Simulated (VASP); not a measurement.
# CaMg2 (P-3m1) in VASP: a series of runs

The runs below take CaMg2 through single point, with LDA.

All numbers are computed with VASP 6.6.1; they aren't measurements. Logs are shortened: lines on timing, memory, paths and dates and some standing lists are left out, and cuts for length are marked.

### Step 1. The cell of the first run

Symmetry: P-3m1, No. 164, trigonal system. Conventional cell: a = 3.445 Å, b = 3.445 Å, c = 16.887 Å, α = 90.00°, β = 90.00°, γ = 120.00°. Ca (site symmetry 3m) has 9 Ca at 3.45 to 3.79 Å and 3 Mg at 3.50 Å within 4.5 Å. Within 4.3 Å of Mg (site symmetry 3m) lie 9 Mg at 3.30 to 3.45 Å and 3 Ca at 3.50 Å. Mg (site symmetry 3m) has 12 Mg at 3.30 to 3.45 Å within 4.3 Å.

### Step 2. Single point, LDA

The input, INCAR:

```
SYSTEM = CaMg2
  PREC = Accurate
  ENCUT = 520
  EDIFF = 1E-7
  ISMEAR = 1
  SIGMA = 0.1
  LREAL = .False.
  LASPH = .True.
  NELM = 100
  ALGO = Normal
  ISIF = 2
  LWAVE = .False.
  LCHARG = .False.
  GGA = CA
  NBANDS = 23
```

The input, KPOINTS:

```
regular mesh
0
Gamma
  9 9 2
  0 0 0
```

The input, POSCAR:

```
CaMg2
1.0
    3.4450740000      0.0000000000      0.0000000000
   -1.7225370000      2.9835216019      0.0000000000
    0.0000000000      0.0000000000     16.8872990000
Ca Mg
2 4
Direct
    0.6666666667      0.3333333333      0.0955700000
    0.3333333333      0.6666666667      0.9044300000
    0.3333333333      0.6666666667      0.2659900000
    0.6666666667      0.3333333333      0.4220100000
    0.3333333333      0.6666666667      0.5779900000
    0.6666666667      0.3333333333      0.7340100000
```

Potentials or basis: VASP PAW LDA potentials, release 64 (Ca_sv, Mg).

Run with:

```console
cat potpaw_LDA.64/Ca_sv/POTCAR potpaw_LDA.64/Mg/POTCAR > POTCAR
mpirun -np 1 vasp_std > vasp.out
```

OUTCAR:

```text
SYSTEM = CaMg2
   PREC = Accurate
   ENCUT = 520
   EDIFF = 1E-7
   ISMEAR = 1
   LREAL = .False.
   LASPH = .True.
   NELM = 100
   ISIF = 2
   GGA = CA

 ion  position               nearest neighbor table
   1  0.667  0.333  0.096-
   2  0.333  0.667  0.904-
   3  0.333  0.667  0.266-   4 3.30   4 3.30   4 3.30
   4  0.667  0.333  0.422-   5 3.30   5 3.30   5 3.30   3 3.30   3 3.30   3 3.30
   5  0.333  0.667  0.578-   4 3.30   4 3.30   4 3.30   6 3.30   6 3.30   6 3.30
   6  0.667  0.333  0.734-   5 3.30   5 3.30   5 3.30

  LATTYP: Found a hexagonal cell.
 ALAT       =     3.4450740000
 C/A-ratio  =     4.9018682908

  Lattice vectors:

 A1 = (   3.4450740000,   0.0000000000,   0.0000000000)
 A2 = (  -1.7225370000,   2.9835216019,   0.0000000000)
 A3 = (   0.0000000000,   0.0000000000,  16.8872990000)

Analysis of symmetry for initial positions (statically):
=====================================================================
 Subroutine PRICEL returns:
 Original cell was already a primitive cell.

 Routine SETGRP: Setting up the symmetry group for a
 hexagonal supercell.

 Subroutine GETGRP returns: Found 12 space group operations
 (whereof 12 operations were pure point group operations)
 out of a pool of 24 trial point group operations.

The static configuration has the point symmetry D_3d.

Analysis of symmetry for dynamics (positions and initial velocities):
=====================================================================
 Subroutine PRICEL returns:
 Original cell was already a primitive cell.

 Routine SETGRP: Setting up the symmetry group for a
 hexagonal supercell.

 Subroutine GETGRP returns: Found 12 space group operations
 (whereof 12 operations were pure point group operations)
 out of a pool of 24 trial point group operations.

The dynamic configuration has the point symmetry D_3d.

 Subroutine INISYM returns: Found 12 space group operations
 (whereof 12 operations are pure point group operations),
 and found     1 'primitive' translations

----------------------------------------------------------------------------------------

                                     Primitive cell

  volume of cell :     173.5753

  direct lattice vectors                    reciprocal lattice vectors
     3.445074000  0.000000000  0.000000000     0.290269527  0.167587189  0.000000000
    -1.722537000  2.983521602  0.000000000     0.000000000  0.335174379  0.000000000
     0.000000000  0.000000000 16.887299000     0.000000000  0.000000000  0.059216101

  length of vectors
     3.445074000  3.445074000 16.887299000     0.335174379  0.335174379  0.059216101

  position of ions in fractional coordinates (direct lattice)
     0.666666667  0.333333333  0.095570000
     0.333333333  0.666666667  0.904430000
     0.333333333  0.666666667  0.265990000
     0.666666667  0.333333333  0.422010000
     0.333333333  0.666666667  0.577990000
     0.666666667  0.333333333  0.734010000

  ion indices of the primitive-cell ions
   primitive index   ion index
                 1           1
                 2           2
                 3           3
                 4           4
                 5           5
                 6           6

----------------------------------------------------------------------------------------

 KPOINTS: regular mesh

Automatic generation of k-mesh.
 Grid dimensions read from file:
 generate k-points for:    9    9    2

 Generating k-lattice:

  Cartesian coordinates                     Fractional coordinates (reciprocal lattice)
     0.032252170  0.018620799  0.000000000     0.111111111  0.000000000  0.000000000
     0.000000000  0.037241598  0.000000000     0.000000000  0.111111111  0.000000000
     0.000000000  0.000000000  0.029608050     0.000000000  0.000000000  0.500000000

  Length of vectors
     0.037241598  0.037241598  0.029608050

  Shift w.r.t. Gamma in fractional coordinates (k-lattice)
     0.000000000  0.000000000  0.000000000

 Subroutine IBZKPT returns following result:
 ===========================================

 Found     24 irreducible k-points:

 Following reciprocal coordinates:
            Coordinates               Weight
  0.000000  0.000000  0.000000      1.000000
  0.111111 -0.000000  0.000000      6.000000
  0.222222  0.000000  0.000000      6.000000
  0.333333  0.000000  0.000000      6.000000
  0.444444  0.000000  0.000000      6.000000
  0.111111  0.111111  0.000000      6.000000
[... 16 lines left out ...]
  0.333333  0.222222  0.500000     12.000000
  0.333333  0.333333  0.500000      2.000000
   k-points           NKPTS =     24   k-points in BZ     NKDIM =     24   number of bands    NBANDS=     23
   number of dos      NEDOS =    301   number of ions     NIONS =      6
   total plane-waves  NPLWV =  98784
   dimension x,y,z NGX =    28 NGY =   28 NGZ =  126
   dimension x,y,z NGXF=    56 NGYF=   56 NGZF=  252
   ions per type =               2   4
   NGX,Y,Z   is equivalent  to a cutoff of  13.51, 13.51, 12.40 a.u.
   NGXF,Y,Z  is equivalent  to a cutoff of  27.02, 27.02, 24.81 a.u.
 SYSTEM =  CaMg2
   PREC   = accura    normal or accurate (medium, high low for compatibility)
   ISTART =      0    job   : 0-new  1-cont  2-samecut
   ICHARG =      2    charge: 1-file 2-atom 10-const
   ISPIN  =      1    spin polarized calculation?
   LNONCOLLINEAR =      F non collinear calculations
   LSORBIT =      F    spin-orbit coupling
   LASPH  =      T    aspherical Exc in radial PAW
   ENCUT  =  520.0 eV  38.22 Ry    6.18 a.u.   6.41  6.41 31.40*2*pi/ulx,y,z
   NELM   =    100;   NELMIN=  2; NELMDL= -5     # of ELM steps
   EDIFF  = 0.1E-06   stopping-criterion for ELM
   LREAL  =      F    real-space projection
   EDIFFG = 0.1E-05   stopping-criterion for IOM
   NSW    =      0    number of steps for IOM
   IBRION =     -1    ionic relax: 0-MD 1-quasi-New 2-CG
   NFREE  =      0    steps in history (QN), initial steepest desc. (CG)
   ISIF   =      2    stress and relaxation
   ISYM   =      2    0-nonsym 1-usesym 2-fastsym
   POTIM  = 0.5000    time-step for ionic-motion
   TEBEG  =    0.0;   TEEND  =   0.0 temperature during run
   PSTRESS=    0.0 pullay stress
   NELECT =      28.0000    total number of electrons
   NUPDOWN=      -1.0000    fix difference up-down
   EMIN   =  10.00;   EMAX   =-10.00  energy-range for DOS
   EFERMI =   0.00;   METHOD = LEGACY
   ISMEAR =     1;   SIGMA  =   0.10  broadening in eV -4-tet -1-fermi 0-gaus
   EFERMI_NEDOS =   21; number of points for ismear=-14 and -15
   IALGO  =     38    algorithm
   IMIX   =      4    mixing-type and parameters
     AMIX     =   0.40;   BMIX     =  1.00
     AMIX_MAG =   1.60;   BMIX_MAG =  1.00
  volume/ion in A,a.u.               =      28.93       195.22
  Fermi-wavevector in a.u.,A,eV,Ry     =   0.891179  1.684084 10.805743  0.794200
  Thomas-Fermi vector in A             =   2.012965
   LORBIT       =      0    0 simple, 1 ext, 2 COOP (PROOUT), +10 PAW based schemes
   GGA     = CA    functional components
   LHFCALC =     F    Hartree Fock is set to
   AEXX    =    0.0000 exact exchange contribution
   IVDW    =     0    specifies the selected vdW correction
   LEPSILON=     F    determine dielectric tensor
   LRPA    =     F    only Hartree local field effects (RPA)
 non-spin polarized calculation
 Methfessel and Paxton  Order N= 1 SIGMA  =   0.10
  energy-cutoff  :      520.00
  volume of cell :      173.58
 maximum number of plane-waves:      4715
 NGX is ok and might be reduce to    28
   NGX = 13   NGY = 13   NGZ = 63

 number of electron      28.0000000 magnetization

 Free energy of the ion-electron system (eV)
  ---------------------------------------------------
  ext. energy  EPLUGINS =         0.00000000
  ---------------------------------------------------
  free energy    TOTEN  =       -11.07953426 eV

  energy without entropy =      -11.07442307  energy(sigma->0) =      -11.07783053

 E-fermi :   2.1344     XC(G=0):  -8.4124

 val. band max:        2.1337511381   @ k =   0.4444   0.1111   0.0000
 cond. band min:       2.1410164574   @ k =   0.1111  -0.0000   0.5000
 fundamental gap:      0.0072653193
 Fermi energy:         2.1344343155

 k-point     1 :       0.0000    0.0000    0.0000
  band No.  band energies     occupation
      1     -38.9229      2.00000
      2     -38.9114      2.00000
      3     -20.2527      2.00000
      4     -20.1365      2.00000
      5     -20.0712      2.00000
      6     -20.0712      2.00000
[... 15 lines left out ...]
     22       6.0042      0.00000
     23       6.2329      0.00000

 k-point     2 :       0.1111   -0.0000    0.0000
  band No.  band energies     occupation
      1     -38.9167      2.00000
      2     -38.9058      2.00000
      3     -20.2430      2.00000
      4     -20.1378      2.00000
      5     -20.1132      2.00000
      6     -20.1082      2.00000
[... 15 lines left out ...]
     22       5.8910      0.00000
     23       6.0287      0.00000

 k-point     3 :       0.2222    0.0000    0.0000
  band No.  band energies     occupation
      1     -38.9008      2.00000
      2     -38.8917      2.00000
      3     -20.2427      2.00000
      4     -20.2363      2.00000
      5     -20.2019      2.00000
      6     -20.1200      2.00000
[... 15 lines left out ...]
     22       5.6102      0.00000
     23       5.9570      0.00000
[... 495 lines left out ...]
 k-point    23 :       0.3333    0.2222    0.5000
  band No.  band energies     occupation
      1     -38.8642      2.00000
      2     -38.8616      2.00000
      3     -20.4058      2.00000
      4     -20.3937      2.00000
      5     -20.2603      2.00000
      6     -20.2454      2.00000
[... 15 lines left out ...]
     22       3.9557     -0.00000
     23       4.5634      0.00000

 k-point    24 :       0.3333    0.3333    0.5000
  band No.  band energies     occupation
      1     -38.8599      2.00000
      2     -38.8599      2.00000
      3     -20.3511      2.00000
      4     -20.3434      2.00000
      5     -20.3434      2.00000
      6     -20.3247      2.00000
[... 15 lines left out ...]
     22       4.0849     -0.00000
     23       4.0849     -0.00000

------------------------ aborting loop because EDIFF is reached ----------------------------------------

  FORCE on cell =-STRESS in cart. coord.  units (eV):
  Direction    XX          YY          ZZ          XY          YZ          ZX
  --------------------------------------------------------------------------------------
  -------------------------------------------------------------------------------------
  Total       -1.4445608     -1.4445608     -3.7203530      0.0000000      0.0000000      0.0000000
  in kB      -13.3339397    -13.3339397    -34.3405145      0.0000000      0.0000000      0.0000000
  external PRESSURE =     -20.3361313 kB  Pullay stress =       0.0000000 kB

 VOLUME and BASIS-vectors are now :
 -----------------------------------------------------------------------------
  energy-cutoff  :      520.00
  volume of cell :      173.58
      direct lattice vectors                 reciprocal lattice vectors
     3.445074000  0.000000000  0.000000000     0.290269527  0.167587189  0.000000000
    -1.722537000  2.983521602  0.000000000     0.000000000  0.335174379  0.000000000
     0.000000000  0.000000000 16.887299000     0.000000000  0.000000000  0.059216101

 POSITION                                       TOTAL-FORCE (eV/Angst)
 -----------------------------------------------------------------------------------
      1.72254      0.99451      1.61392         0.000000      0.000000      0.128249
     -0.00000      1.98901     15.27338        -0.000000      0.000000     -0.128249
     -0.00000      1.98901      4.49185         0.000000      0.000000      0.058393
      1.72254      0.99451      7.12661         0.000000     -0.000000      0.006631
     -0.00000      1.98901      9.76069         0.000000      0.000000     -0.006631
      1.72254      0.99451     12.39545         0.000000      0.000000     -0.058393
 -----------------------------------------------------------------------------------
    total drift:                               -0.000000      0.000000     -0.000000

  FREE ENERGIE OF THE ION-ELECTRON SYSTEM (eV)
  ---------------------------------------------------
  free  energy   TOTEN  =       -11.0795342572 eV

  energy  without entropy=      -11.0744230686  energy(sigma->0) =      -11.07783053
```

Run time: 1.7 min. Hardware: 1 thread of AMD EPYC 7R43 (Zen 3), shared host; peak memory 0.25 GiB.

What came out:

```
Free energy            : -11.0795 eV
Pressure               : -2.0 GPa
Largest force          : 0.128 eV/Å
Band gap on the k mesh : zero (bands 14 and 15 overlap by 1.20 eV)
```

Forces in eV/Å, atoms in the order of the input:
```
Ca   0.000  0.000  0.128
Ca   0.000  0.000 -0.128
Mg   0.000  0.000  0.058
Mg   0.000  0.000  0.007
Mg   0.000  0.000 -0.007
Mg   0.000  0.000 -0.058
```

### Step 3. Single point, LDA

The input, INCAR:

```
  PREC = Accurate
  ENCUT = 520
  EDIFF = 1E-6
  ISMEAR = 1
  SIGMA = 0.1
  LREAL = F
  LASPH = T
  NELM = 60
  ALGO = Normal
  ISIF = 2
  LWAVE = F
  LCHARG = T
  LELF = T
  LVHAR = T
  NBANDS = 23
```

The input, KPOINTS:

```
regular mesh
0
Gamma
  9 9 2
```

POSCAR is that of step 2.

Potentials or basis: VASP PAW LDA potentials, release 64 (Ca_sv, Mg).

Run with:

```console
cat potpaw_LDA.64/Ca_sv/POTCAR potpaw_LDA.64/Mg/POTCAR > POTCAR
mpirun -np 1 vasp_std > vasp.out
```

OUTCAR:

```text
PREC = Accurate
   ENCUT = 520
   EDIFF = 1E-6
   ISMEAR = 1
   LREAL = F
   LASPH = T
   NELM = 60
   ISIF = 2

 ion  position               nearest neighbor table
   1  0.667  0.333  0.096-
   2  0.333  0.667  0.904-
   3  0.333  0.667  0.266-   4 3.30   4 3.30   4 3.30
   4  0.667  0.333  0.422-   5 3.30   5 3.30   5 3.30   3 3.30   3 3.30   3 3.30
   5  0.333  0.667  0.578-   4 3.30   4 3.30   4 3.30   6 3.30   6 3.30   6 3.30
   6  0.667  0.333  0.734-   5 3.30   5 3.30   5 3.30

[... 828 lines left out ...]
  -------------------------------------------------------------------------------------
  Total       -1.4455302     -1.4455302     -3.7187838      0.0000000     -0.0000000     -0.0000000
  in kB      -13.3428875    -13.3428875    -34.3260301      0.0000000     -0.0000000     -0.0000000
  external PRESSURE =     -20.3372683 kB  Pullay stress =       0.0000000 kB

 VOLUME and BASIS-vectors are now :
 -----------------------------------------------------------------------------
  energy-cutoff  :      520.00
  volume of cell :      173.58
      direct lattice vectors                 reciprocal lattice vectors
     3.445074000  0.000000000  0.000000000     0.290269527  0.167587189  0.000000000
    -1.722537000  2.983521602  0.000000000     0.000000000  0.335174379  0.000000000
     0.000000000  0.000000000 16.887299000     0.000000000  0.000000000  0.059216101

 POSITION                                       TOTAL-FORCE (eV/Angst)
 -----------------------------------------------------------------------------------
      1.72254      0.99451      1.61392        -0.000000      0.000000      0.128198
     -0.00000      1.98901     15.27338         0.000000     -0.000000     -0.128198
     -0.00000      1.98901      4.49185         0.000000      0.000000      0.058432
      1.72254      0.99451      7.12661         0.000000     -0.000000      0.006694
     -0.00000      1.98901      9.76069         0.000000     -0.000000     -0.006694
      1.72254      0.99451     12.39545         0.000000      0.000000     -0.058432
 -----------------------------------------------------------------------------------
    total drift:                               -0.000000      0.000000     -0.000000

  FREE ENERGIE OF THE ION-ELECTRON SYSTEM (eV)
  ---------------------------------------------------
  free  energy   TOTEN  =       -11.0795342800 eV

  energy  without entropy=      -11.0744209793  energy(sigma->0) =      -11.07782985
```

OSZICAR:

```text
N       E                     dE             d eps       ncg     rms          rms(c)
DAV:   1     0.178501955698E+03    0.17850E+03   -0.12171E+04  1152   0.101E+03
DAV:   2    -0.274389294791E-01   -0.17853E+03   -0.17309E+03  1274   0.266E+02
DAV:   3    -0.118255122320E+02   -0.11798E+02   -0.11491E+02  2114   0.481E+01
DAV:   4    -0.124138937902E+02   -0.58838E+00   -0.58563E+00  1481   0.111E+01
DAV:   5    -0.124473712902E+02   -0.33478E-01   -0.33465E-01  1766   0.198E+00    0.421E+00
DAV:   6    -0.179997370046E+02   -0.55524E+01   -0.60448E+01  1646   0.183E+01    0.768E+00
DAV:   7    -0.111810275438E+02    0.68187E+01   -0.26792E+01  1465   0.845E+00    0.267E+00
DAV:   8    -0.110780384359E+02    0.10299E+00   -0.21122E+00  1435   0.367E+00    0.115E+00
DAV:   9    -0.110837312013E+02   -0.56928E-02   -0.19599E-01  1740   0.166E+00    0.284E-01
DAV:  10    -0.110802152553E+02    0.35159E-02   -0.26064E-02  1427   0.601E-01    0.141E-01
DAV:  11    -0.110803364842E+02   -0.12123E-03   -0.10985E-02  1624   0.349E-01    0.958E-02
DAV:  12    -0.110796294547E+02    0.70703E-03   -0.23460E-03  1457   0.150E-01    0.369E-02
DAV:  13    -0.110795397574E+02    0.89697E-04   -0.31786E-04  1636   0.636E-02    0.108E-02
DAV:  14    -0.110795338106E+02    0.59468E-05   -0.58992E-05  1644   0.331E-02    0.176E-03
DAV:  15    -0.110795342800E+02   -0.46937E-06   -0.75789E-06  1380   0.891E-03
   1 F= -.11079534E+02 E0= -.11077830E+02  d E =-.511330E-02
```

It took 1.7 min on 1 thread of AMD EPYC 7R43 (Zen 3), shared host; peak memory 0.25 GiB.

Results:

| Property | Result |
| --- | --- |
| Free energy | -11.0795 eV |
| Pressure | -2.0 GPa |
| Largest force | 0.128 eV/Å |
| Band gap on the k mesh | zero (bands 14 and 15 overlap by 1.20 eV) |

Forces in eV/Å, atoms in the order of the input:
```
Ca   0.000  0.000  0.128
Ca   0.000  0.000 -0.128
Mg   0.000  0.000  0.058
Mg   0.000  0.000  0.007
Mg   0.000  0.000 -0.007
Mg   0.000  0.000 -0.058
```
